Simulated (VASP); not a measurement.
Set up this calculation in VASP 6.6.1, as the native input.

* Task: single point
* Functional: LDA
* Potentials or basis: VASP PAW LDA potentials, release 64 (Se)
* Cutoff: 520 eV
* k mesh: 15 × 15 × 15
* Occupations: fermi-dirac, width 0.08 eV
* Spin: no spin polarisation
* Dipole correction: no
* Further INCAR settings: ALGO = Normal; EDIFF = 1e-07; NBANDS = 9

The structure of Se lies in POSCAR:

```
Se
1.0
   -1.3342402192      1.3342402192      1.3342402192
    1.3342402192     -1.3342402192      1.3342402192
    1.3342402192      1.3342402192     -1.3342402192
Se
1
Direct
    0.0000000000      0.0000000000      0.0000000000
```

This isn't the form of Se at room conditions, which is trigonal, of chains.

One way to write it, as run:

INCAR

```
PREC = Accurate
ENCUT = 520
EDIFF = 1E-7
ISMEAR = -1
SIGMA = 0.08
LREAL = F
LASPH = T
NELM = 80
ALGO = Normal
ISIF = 2
LWAVE = F
LCHARG = F
GGA = CA
NBANDS = 9
```

KPOINTS

```
Automatic mesh
0
Gamma
  15 15 15
```

Potentials or basis: VASP PAW LDA potentials, release 64 (Se).

Run with:

```console
$ cat potpaw_LDA.64/Se/POTCAR > POTCAR
$ mpirun -np 1 vasp_std > vasp.out
```

It gave:

| Quantity | Value |
| --- | --- |
| Pressure | 283.3 GPa |
| Band gap on the k mesh | zero (bands 3 and 4 overlap by 17.52 eV) |

Caveat: the cell stands under pressure.

Run time: 3.9 s on 1 thread of Intel(R) Xeon(R) 6975P-C (Granite Rapids), with other jobs on the host, peak memory 0.12 GiB.
